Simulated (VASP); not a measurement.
Si53P (a cell with a defect), 54 atoms in the cell. The cell holds a defect, 54 atoms: a = 11.513 Å, b = 11.513 Å, c = 11.513 Å, α = 60.00°, β = 60.00°, γ = 60.00°. 

```yaml
Program: VASP 6.6.1
Task: electric field gradients
Functional: PBE
Potentials_or_basis: VASP PAW PBE potentials, release 64 (P, Si)
Cutoff: 520 eV
k_mesh: 2 × 2 × 2
Occupations: fermi-dirac, width 0.01 eV
Spin: no spin polarisation
Dipole_correction: no
Charge: 1
Further_INCAR_settings: LREAL = Auto; ALGO = Normal; EDIFF = 1e-08; NBANDS = 142; NELECT = 216.0
```

Potentials or basis: VASP PAW PBE potentials, release 64 (P, Si).

Run with:

```sh
$ cat potpaw_PBE.64/P/POTCAR potpaw_PBE.64/Si/POTCAR > POTCAR
$ mpirun -np 1 vasp_std > vasp.out
```

Hardware: 1 thread of Intel(R) Xeon(R) Platinum 8375C CPU @ 2.90GHz (Ice Lake) (shared host).

Q: How long does it take, and how much memory?

A: Wall time 26 min on 1 thread of Intel(R) Xeon(R) Platinum 8375C CPU @ 2.90GHz (Ice Lake), with other jobs on the host, peak memory 1.4 GiB. Counts: scf iterations 22, k points 3.
